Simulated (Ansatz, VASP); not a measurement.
Pd: VASP beside Ansatz

Contents of INCAR:

```
SYSTEM = Pd
PREC = Accurate
ENCUT = 520
EDIFF = 1E-7
ISMEAR = -1
SIGMA = 0.05
LREAL = .FALSE.
LASPH = .TRUE.
NELM = 60
ALGO = Normal
ISIF = 2
LWAVE = .FALSE.
LCHARG = .TRUE.
GGA = PS
LELF = .TRUE.
LVHAR = .TRUE.
NBANDS = 11
```

File KPOINTS:

```
Automatic mesh
0
G
  19 19 19
  0 0 0
```

The input POSCAR:

```
Pd
1.0
    0.0000000000      1.7992834000      1.7992834000
    1.7992834000      0.0000000000      1.7992834000
    1.7992834000      1.7992834000      0.0000000000
Pd
1
Direct
    0.0000000000      0.0000000000      0.0000000000
```

Input for Ansatz:

```yaml
crystal:
  lattice:
    - [0.0, 1.7992834, 1.7992834]
    - [1.7992834, 0.0, 1.7992834]
    - [1.7992834, 1.7992834, 0.0]
  atoms:
    - { symbol: Pd, position: [0.0, 0.0, 0.0] }
kpoints:
  mp_grid: { grid: [19, 19, 19] }
scf:
  occupations: { method: fermi_dirac, width: 0.05 }
hamiltonian:
  xc: pbesol
  pseudopotentials: { kind: paw }
output:
  forces: true
  stress: true
  eigenvalues: true
  populations: true
```

Change from the starting cell: volume scaled by 0.8, PAW files.

Alike in both runs: task single point; functional PBEsol; k mesh 19 × 19 × 19; occupations fermi-dirac, width 0.05 eV; no spin polarisation.

|  | VASP | Ansatz |
| --- | --- | --- |
| version | VASP 6.6.1 | Ansatz 0.2.0 |
| potentials or method | VASP PAW PBE potentials, release 64 (Pd) | PAW with Ansatz's default frozen-core files, scalar-relativistic |
| plane-wave cutoff (eV) | 520 | 420 |
| valence electrons in the cell | 10 | 18 |

VASP gave:

```
pressure (GPa) : 82.0
```

**Question.** Estimate Ansatz's values.

**Answer.** Pressure (GPa): 82.5.

VASP's potentials were made for PBE, not for PBEsol. Both programs put the cell under a high pressure, so it lies far from rest at this level. VASP's potentials hold 10 valence electrons a cell and Ansatz's 18, so a difference there can come from the potentials and not from the codes.

Noted on VASP's run: the cell as given lies far from equilibrium.
